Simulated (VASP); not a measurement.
# CoO: single point with PBE+U

CoO:

```
Co O
1.0
     3.28542    0.00000    0.00000
    -1.64271    2.84525    0.00000
     0.00000    0.00000    5.29520
Co O
2 2
Direct
  0.00000 0.00000 0.00058
  0.33333 0.66667 0.50058
  0.00000 0.00000 0.37443
  0.33333 0.66667 0.87443
```

```json
{
  "Program": "VASP 6.6.1",
  "Task": "single point",
  "Functional": "PBE",
  "Potentials or basis": "VASP PAW PBE potentials, release 64 (Co, O)",
  "Cutoff": "520 eV",
  "k mesh": "12 × 12 × 6",
  "Occupations": "gaussian, width 0.02 eV",
  "Spin": "collinear spin, antiferromagnetic start",
  "Starting moments": "[-2.67, 2.67, 0.0, 0.0] μB",
  "Hubbard terms": "Co d U = 3.32 eV"
}
```

| Quantity | Value |
| --- | --- |
| Pressure | -1.6 GPa |
| Largest force | 0.014 eV/Å |
| Band gap on the k mesh | 1.20 eV (least direct gap 1.29 eV) |
| Net moment | 0.00 μB per cell |
| Site moments | Co -2.66, +2.66; O +0.09, -0.09 μB |
| Valence electrons inside the program's atomic spheres | Co 7.87; O 5.00 |

Forces on the atoms (eV/Å):
```
Co   0.000  0.000 -0.014
Co   0.000  0.000 -0.014
O    0.000  0.000  0.014
O    0.000  0.000  0.014
```

Stress tensor (GPa, compression positive):
```
-1.58  0.00  0.00
 0.00 -1.58  0.00
 0.00  0.00 -1.73
```

Levels at points of the mesh, in eV from the valence-band top:
Spin up:
```csv
k point,band 11,band 12,band 13,band 14,band 15,band 16,band 17,band 18,band 19,band 20
"(0.00, 0.00, 0.00)",-1.29,-1.29,-1.24,-0.09,-0.09,1.20,3.44,4.03,4.03,6.26
"(0.50, 0.00, 0.00)",-2.53,-1.88,-1.61,-0.69,-0.26,2.22,2.79,3.40,6.52,6.92
"(0.00, 0.00, 0.50)",-1.54,-1.40,-1.40,0.00,0.00,2.90,3.52,3.97,3.97,4.33
"(0.50, 0.00, 0.50)",-2.26,-1.41,-1.30,-0.73,-0.63,2.29,3.12,3.35,6.12,6.84
```
Spin down:
```tsv
k point	band 12	band 13	band 14	band 15	band 16	band 17	band 18	band 19
(0.00, 0.00, 0.00)	-1.29	-1.24	-0.09	-0.09	1.20	3.44	4.03	4.03
(0.50, 0.00, 0.00)	-1.88	-1.61	-0.69	-0.26	2.22	2.79	3.40	6.52
(0.00, 0.00, 0.50)	-1.40	-1.40	0.00	0.00	2.90	3.52	3.97	3.97
(0.50, 0.00, 0.50)	-1.41	-1.30	-0.73	-0.63	2.29	3.12	3.35	6.12
```

Eigenvalues of the final occupation matrices:
```csv
site,spin,trace,eigenvalues
site 1 d,1,2.28,0.12 0.12 0.13 0.96 0.96
site 1 d,2,4.88,0.97 0.97 0.98 0.98 0.98
site 2 d,1,4.88,0.97 0.97 0.98 0.98 0.98
site 2 d,2,2.28,0.12 0.12 0.13 0.96 0.96
```

It took 5 min on 1 thread of Intel Xeon 8259CL, on a shared host, peak memory 0.28 GiB.

A k mesh can miss the band edges. The state reached can hang on the start; a lower one may exist.
